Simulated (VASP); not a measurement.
# Ti3Al (Fm-3m) in VASP: notebook

Runs on Ti3Al. Level: PBEsol. Tasks: single point.

Program: VASP 6.6.1. These are calculated values, not measurements. Logs are shortened: lines on timing, memory, paths and dates and some standing lists are left out, and cuts for length are marked.

## Step 1: The cell of the first run

It takes space group Fm-3m (No. 225, cubic). Conventional cell: a = 5.799 Å, b = 5.799 Å, c = 5.799 Å, α = 90.00°, β = 90.00°, γ = 90.00°. Ti (site symmetry -43m) has 4 Al at 2.51 Å and 10 Ti at 2.51 to 2.90 Å within 3.3 Å. Ti (site symmetry m-3m) has 8 Ti at 2.51 Å and 6 Al at 2.90 Å within 3.3 Å. Within 3.3 Å of Al (site symmetry m-3m) lie 14 Ti at 2.51 to 2.90 Å.

## Step 2: Single point, PBEsol, collinear spin, ferromagnetic start

The input, INCAR:

```
  ALGO = Normal
  EDIFF = 1E-6
  ENCUT = 520
  GGA = PS
  ISIF = 2
  ISMEAR = 0
  ISPIN = 2
  LASPH = True
  LCHARG = False
  LMAXMIX = 4
  LORBIT = 11
  LREAL = False
  LWAVE = False
  MAGMOM = 0.1 0.1 0.1 0
  NBANDS = 32
  NELM = 150
  NUPDOWN = 0.3
  PREC = Accurate
  SIGMA = 0.15
```

The input, KPOINTS:

```
k-points
0
Gamma
  12 12 12
```

The input, POSCAR:

```
Ti3Al
1.0
    0.0000000000      2.8993260424      2.8993260424
    2.8993260424      0.0000000000      2.8993260424
    2.8993260424      2.8993260424      0.0000000000
Ti Al
3 1
Direct
    0.7500000000      0.7500000000      0.7500000000
    0.2500000000      0.2500000000      0.2500000000
    0.0000000000      0.0000000000      0.0000000000
    0.5000000000      0.5000000000      0.5000000000
```

Potentials or basis: VASP PAW PBE potentials, release 64 (Ti_sv, Al).

Launch:

```sh
> cat potpaw_PBE.64/Ti_sv/POTCAR potpaw_PBE.64/Al/POTCAR > POTCAR
> mpirun -np 1 vasp_std > vasp.out
```

OUTCAR:

```text
EDIFF = 1E-6
   ENCUT = 520
   GGA = PS
   ISIF = 2
   ISMEAR = 0
   ISPIN = 2
   LASPH = True
   LORBIT = 11
   LREAL = False
   NELM = 150
   NUPDOWN = 0.3
   PREC = Accurate

 ion  position               nearest neighbor table
   1  0.750  0.750  0.750-   4 2.51   4 2.51   4 2.51   3 2.51   4 2.51   3 2.51   3 2.51   3 2.51
                             2 2.90   2 2.90   2 2.90   2 2.90   2 2.90   2 2.90
   2  0.250  0.250  0.250-   3 2.51   3 2.51   3 2.51   3 2.51   4 2.51   4 2.51   4 2.51   4 2.51
                             1 2.90   1 2.90   1 2.90   1 2.90   1 2.90   1 2.90
   3  0.000  0.000  0.000-   1 2.51   1 2.51   1 2.51   1 2.51   2 2.51   2 2.51   2 2.51   2 2.51
                             4 2.90   4 2.90   4 2.90   4 2.90   4 2.90   4 2.90
   4  0.500  0.500  0.500-   2 2.51   2 2.51   2 2.51   1 2.51   2 2.51   1 2.51   1 2.51   1 2.51
                             3 2.90   3 2.90   3 2.90   3 2.90   3 2.90   3 2.90

  LATTYP: Found a face centered cubic cell.
 ALAT       =     5.7986520848

  Lattice vectors:

 A1 = (   0.0000000000,   2.8993260424,   2.8993260424)
 A2 = (   2.8993260424,   0.0000000000,   2.8993260424)
 A3 = (   2.8993260424,   2.8993260424,   0.0000000000)

Analysis of symmetry for initial positions (statically):
=====================================================================
 Subroutine PRICEL returns:
 Original cell was already a primitive cell.

 Routine SETGRP: Setting up the symmetry group for a
 face centered cubic supercell.

 Subroutine GETGRP returns: Found 48 space group operations
 (whereof 48 operations were pure point group operations)
 out of a pool of 48 trial point group operations.

The static configuration has the point symmetry O_h .

Analysis of symmetry for dynamics (positions and initial velocities):
=====================================================================
 Subroutine PRICEL returns:
 Original cell was already a primitive cell.

 Routine SETGRP: Setting up the symmetry group for a
 face centered cubic supercell.

 Subroutine GETGRP returns: Found 48 space group operations
 (whereof 48 operations were pure point group operations)
 out of a pool of 48 trial point group operations.

The dynamic configuration has the point symmetry O_h .

Analysis of structural, dynamic, and magnetic symmetry:
=====================================================================
 Subroutine PRICEL returns:
 Original cell was already a primitive cell.

 Routine SETGRP: Setting up the symmetry group for a
 face centered cubic supercell.

 Subroutine GETGRP returns: Found 48 space group operations
 (whereof 48 operations were pure point group operations)
 out of a pool of 48 trial point group operations.

The overall configuration has the point symmetry O_h .

 Subroutine INISYM returns: Found 48 space group operations
 (whereof 48 operations are pure point group operations),
 and found     1 'primitive' translations

----------------------------------------------------------------------------------------

                                     Primitive cell

  volume of cell :      48.7440

  direct lattice vectors                    reciprocal lattice vectors
     0.000000000  2.899326042  2.899326042    -0.172453871  0.172453871  0.172453871
     2.899326042  0.000000000  2.899326042     0.172453871 -0.172453871  0.172453871
     2.899326042  2.899326042  0.000000000     0.172453871  0.172453871 -0.172453871

  length of vectors
     4.100266211  4.100266211  4.100266211     0.298698867  0.298698867  0.298698867

  position of ions in fractional coordinates (direct lattice)
     0.750000000  0.750000000  0.750000000
     0.250000000  0.250000000  0.250000000
     0.000000000  0.000000000  0.000000000
     0.500000000  0.500000000  0.500000000

  ion indices of the primitive-cell ions
   primitive index   ion index
                 1           1
                 2           2
                 3           3
                 4           4

----------------------------------------------------------------------------------------

 KPOINTS: k-points
[... 22 lines left out ...]

 Following reciprocal coordinates:
            Coordinates               Weight
  0.000000  0.000000  0.000000      1.000000
  0.083333  0.000000  0.000000      8.000000
  0.166667  0.000000  0.000000      8.000000
  0.250000  0.000000  0.000000      8.000000
  0.333333  0.000000  0.000000      8.000000
  0.416667  0.000000  0.000000      8.000000
[... 16 lines left out ...]
  0.500000  0.166667  0.000000     24.000000
 -0.416667  0.166667  0.000000     24.000000
 [... further k-points ...]
   k-points           NKPTS =     72   k-points in BZ     NKDIM =     72   number of bands    NBANDS=     32
   number of dos      NEDOS =    301   number of ions     NIONS =      4
   total plane-waves  NPLWV =  27000
   dimension x,y,z NGX =    30 NGY =   30 NGZ =   30
   dimension x,y,z NGXF=    60 NGYF=   60 NGZF=   60
   ions per type =               3   1
   NGX,Y,Z   is equivalent  to a cutoff of  12.16, 12.16, 12.16 a.u.
   NGXF,Y,Z  is equivalent  to a cutoff of  24.33, 24.33, 24.33 a.u.
 SYSTEM =  unknown system
   PREC   = accura    normal or accurate (medium, high low for compatibility)
   ISTART =      0    job   : 0-new  1-cont  2-samecut
   ICHARG =      2    charge: 1-file 2-atom 10-const
   ISPIN  =      2    spin polarized calculation?
   LNONCOLLINEAR =      F non collinear calculations
   LSORBIT =      F    spin-orbit coupling
   LASPH  =      T    aspherical Exc in radial PAW
   ENCUT  =  520.0 eV  38.22 Ry    6.18 a.u.   7.62  7.62  7.62*2*pi/ulx,y,z
   NELM   =    150;   NELMIN=  2; NELMDL= -5     # of ELM steps
   EDIFF  = 0.1E-05   stopping-criterion for ELM
   LREAL  =      F    real-space projection
   EDIFFG = 0.1E-04   stopping-criterion for IOM
   NSW    =      0    number of steps for IOM
   IBRION =     -1    ionic relax: 0-MD 1-quasi-New 2-CG
   NFREE  =      0    steps in history (QN), initial steepest desc. (CG)
   ISIF   =      2    stress and relaxation
   ISYM   =      2    0-nonsym 1-usesym 2-fastsym
   POTIM  = 0.5000    time-step for ionic-motion
   TEBEG  =    0.0;   TEEND  =   0.0 temperature during run
   PSTRESS=    0.0 pullay stress
   NELECT =      39.0000    total number of electrons
   NUPDOWN=       0.3000    fix difference up-down
   EMIN   =  10.00;   EMAX   =-10.00  energy-range for DOS
   EFERMI =   0.00;   METHOD = LEGACY
   ISMEAR =     0;   SIGMA  =   0.15  broadening in eV -4-tet -1-fermi 0-gaus
   EFERMI_NEDOS =   21; number of points for ismear=-14 and -15
   IALGO  =     38    algorithm
   IMIX   =      4    mixing-type and parameters
     AMIX     =   0.40;   BMIX     =  1.00
     AMIX_MAG =   1.60;   BMIX_MAG =  1.00
  volume/ion in A,a.u.               =      12.19        82.24
  Fermi-wavevector in a.u.,A,eV,Ry     =   1.519810  2.872025 31.427044  2.309823
  Thomas-Fermi vector in A             =   2.628746
   LORBIT       =     11    0 simple, 1 ext, 2 COOP (PROOUT), +10 PAW based schemes
   GGA     = PS    functional components
   LHFCALC =     F    Hartree Fock is set to
   AEXX    =    0.0000 exact exchange contribution
   IVDW    =     0    specifies the selected vdW correction
   LEPSILON=     F    determine dielectric tensor
   LRPA    =     F    only Hartree local field effects (RPA)
 spin polarized calculation
 Gauss-broadening in eV      SIGMA  =   0.15
  energy-cutoff  :      520.00
  volume of cell :       48.74
 maximum number of plane-waves:      1363
   NGX = 15   NGY = 15   NGZ = 15

 number of electron      38.9999988 magnetization       0.3000000

 Free energy of the ion-electron system (eV)
  ---------------------------------------------------
  ext. energy  EPLUGINS =         0.00000000
  ---------------------------------------------------
  free energy    TOTEN  =       -27.50620594 eV

  energy without entropy =      -27.44615445  energy(sigma->0) =      -27.47618019

 E-fermi :  11.7510     XC(G=0): -12.9460

 val. band max:       11.7598979267   @ k =   0.5000   0.3333   0.0000
 cond. band min:      11.7518044416   @ k =   0.4167   0.2500   0.0833
 fundamental gap:     -0.0080934851
 Fermi energy:        11.7700164259

 spin component 1

 k-point     1 :       0.0000    0.0000    0.0000
  band No.  band energies     occupation
      1     -44.0930      1.00000
      2     -43.7087      1.00000
      3     -43.4755      1.00000
      4     -20.6087      1.00000
      5     -20.6087      1.00000
      6     -20.6087      1.00000
[... 805 lines left out ...]
     30      18.2953      0.00000
     31      18.5401      0.00000

 [... further k-points ...]

 spin component 2

 k-point     1 :       0.0000    0.0000    0.0000
  band No.  band energies     occupation
      1     -44.0246      1.00000
      2     -43.6730      1.00000
      3     -43.3828      1.00000
      4     -20.5218      1.00000
      5     -20.5218      1.00000
      6     -20.5218      1.00000
[... 805 lines left out ...]
     30      18.3470      0.00000
     31      18.5887      0.00000

 [... further k-points ...]

 [bands above 31 left out]

------------------------ aborting loop because EDIFF is reached ----------------------------------------

  FORCE on cell =-STRESS in cart. coord.  units (eV):
  Direction    XX          YY          ZZ          XY          YZ          ZX
  --------------------------------------------------------------------------------------
  -------------------------------------------------------------------------------------
  Total       16.7986437     16.7986437     16.7986437      0.0000000     -0.0000000      0.0000000
  in kB      552.1583406    552.1583406    552.1583406      0.0000000     -0.0000000      0.0000000
  external PRESSURE =     552.1583406 kB  Pullay stress =       0.0000000 kB

 VOLUME and BASIS-vectors are now :
 -----------------------------------------------------------------------------
  energy-cutoff  :      520.00
  volume of cell :       48.74
      direct lattice vectors                 reciprocal lattice vectors
     0.000000000  2.899326042  2.899326042    -0.172453871  0.172453871  0.172453871
     2.899326042  0.000000000  2.899326042     0.172453871 -0.172453871  0.172453871
     2.899326042  2.899326042  0.000000000     0.172453871  0.172453871 -0.172453871

 POSITION                                       TOTAL-FORCE (eV/Angst)
 -----------------------------------------------------------------------------------
      4.34899      4.34899      4.34899        -0.000000     -0.000000     -0.000000
      1.44966      1.44966      1.44966         0.000000      0.000000      0.000000
      0.00000      0.00000      0.00000        -0.000000      0.000000      0.000000
      2.89933      2.89933      2.89933        -0.000000      0.000000      0.000000
 -----------------------------------------------------------------------------------
    total drift:                                0.000000     -0.000000      0.000000

  FREE ENERGIE OF THE ION-ELECTRON SYSTEM (eV)
  ---------------------------------------------------
  free  energy   TOTEN  =       -27.5062059389 eV

  energy  without entropy=      -27.4461544462  energy(sigma->0) =      -27.47618019

 total charge

# of ion       s       p       d       tot
------------------------------------------
    1        2.287   6.204   2.264  10.754
    2        2.287   6.204   2.264  10.754
    3        2.340   6.147   2.323  10.810
    4        0.461   0.561   0.000   1.022
--------------------------------------------------
tot          7.375  19.115   6.851  33.341

 magnetization (x)

# of ion       s       p       d       tot
------------------------------------------
    1        0.001   0.009   0.036   0.046
    2        0.001   0.009   0.036   0.046
    3        0.002   0.006   0.143   0.151
    4       -0.001   0.001   0.000   0.000
--------------------------------------------------
tot          0.002   0.025   0.216   0.243
```

Wall time 3.6 min (1 thread of Intel Xeon Platinum 8488C (Sapphire Rapids), shared host); peak memory 0.3 GiB.

What came out:

```yaml
Free_energy: -27.5062 eV
Pressure: 55.2 GPa
Net_moment: 0.30 μB per cell
Site_moments: Ti +0.05, +0.15; Al +0.00 μB
Valence_electrons_inside_the_program's_atomic_spheres: Ti 10.75, 10.81; Al 1.02
```

Caveat: the PAW data sets were made with another functional, which shifts forces and pressure a little; the total moment is fixed, so each spin has its own Fermi level.

[end of part 1 of 2]
